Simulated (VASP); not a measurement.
A run of VASP 6.6.1:

Contents of INCAR:

```
SYSTEM = Rh
ALGO = Normal
EDIFF = 1E-7
ENCUT = 520
GGA = PE
ISIF = 2
ISMEAR = -1
LASPH = .True.
LCHARG = .True.
LELF = .True.
LREAL = .False.
LVHAR = .True.
LWAVE = .False.
NBANDS = 102
NELM = 80
PREC = Accurate
SIGMA = 0.1
```

The input KPOINTS:

```
k-points
0
Gamma
  3 3 1
  0 0 0
```

POSCAR

```
Rh
1.0
    5.3740120507      0.0000000000      0.0000000000
    2.6870060253      4.6540309561      0.0000000000
    0.0000000000      0.0000000000     17.3878620000
Rh
12
Direct
    0.1666666667      0.1666666667      0.0575114000
    0.6666666667      0.1666666667      0.0575114000
    0.1666666667      0.6666666667      0.0575114000
    0.6666666667      0.6666666667      0.0575114000
   -0.1666666667      0.3333333333      0.1816158884
    0.3333333333      0.3333333333      0.1816158884
   -0.1666666667      0.8333333333      0.1816158884
    0.3333333333      0.8333333333      0.1816158884
    0.0000000000      0.0000000000      0.3057029402
    0.5000000000      0.0000000000      0.3057029402
    0.0000000000      0.5000000000      0.3057029402
    0.5000000000      0.5000000000      0.3057029402
```

Potentials or basis: VASP PAW PBE potentials, release 64 (Rh_pv).

Run with:

```sh
$ cat potpaw_PBE.64/Rh_pv/POTCAR > POTCAR
$ mpirun -np 1 vasp_std > vasp.out
```

Hardware: 1 thread of Intel(R) Xeon(R) Platinum 8375C CPU @ 2.90GHz (Ice Lake) (shared host).

Question: How long does it take, and how much memory?

Answer: It took 4.4 min on 1 thread of Intel(R) Xeon(R) Platinum 8375C CPU @ 2.90GHz (Ice Lake), on a shared host, peak memory 0.52 GiB. Counts: scf iterations 25, k points 3.
